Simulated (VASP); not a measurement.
Runs of VASP 6.6.1 on BN (zincblende type). The structure is that of space group F-43m (No. 216), or close to it. The cells are those of the table. 

```tsv
task	level	potentials or basis	cell	cutoff (eV)	smearing	k mesh for the DOS	occupations for the DOS	gap on the mesh (eV)	pressure (GPa)
single point	PBE	VASP PAW PBE potentials, release 64 (B, N)	a = 2.580 Å, angles 60.0°, 2 atoms	520	fermi-dirac 0.03 eV	-	-	4.43	-6.9
electric field gradients	LDA	VASP PAW LDA potentials, release 64 (B, N)	a = 2.563 Å, angles 60.0°, 2 atoms	520	fermi-dirac 0.03 eV	-	-	(b)	(c)
electric field gradients	PBE	VASP PAW PBE potentials, release 64 (B, N)	a = 2.544, b = 2.544, c = 2.525 Å, angles 60.3, 60.3, 59.5°, 2 atoms	520	fermi-dirac 0.03 eV	-	-	4.34	12.2
electric field gradients	r2SCAN	VASP PAW PBE potentials, release 64 (B, N)	a = 2.563 Å, angles 60.0°, 2 atoms	520	fermi-dirac 0.03 eV	-	-	4.97	-3.7
single point	PBE	VASP PAW PBE potentials, release 64 (B, N)	a = 2.563 Å, angles 60.0°, 2 atoms	520	tetrahedron	-	-	4.45	(a)
single point	PBE	VASP PAW PBE potentials, release 64 (B, N)	a = 2.528 Å, angles 60.0°, 2 atoms	520	fermi-dirac 0.03 eV	-	-	4.49	16.7
single point	PBE	VASP PAW PBE potentials, release 64 (B, N)	a = 2.544, b = 2.544, c = 2.525 Å, angles 60.3, 60.3, 59.5°, 2 atoms	600	fermi-dirac 0.03 eV	-	-	4.34	11.9
```

Alike in all rows: no spin polarisation; k mesh 16 × 16 × 16.

Estimate the missing entries.

(a) 0.2; (b) 4.33; (c) -13.0.

Caveats: the PAW data sets were made with another functional, which shifts forces and pressure a little (some runs).

A k mesh can miss the band edges.
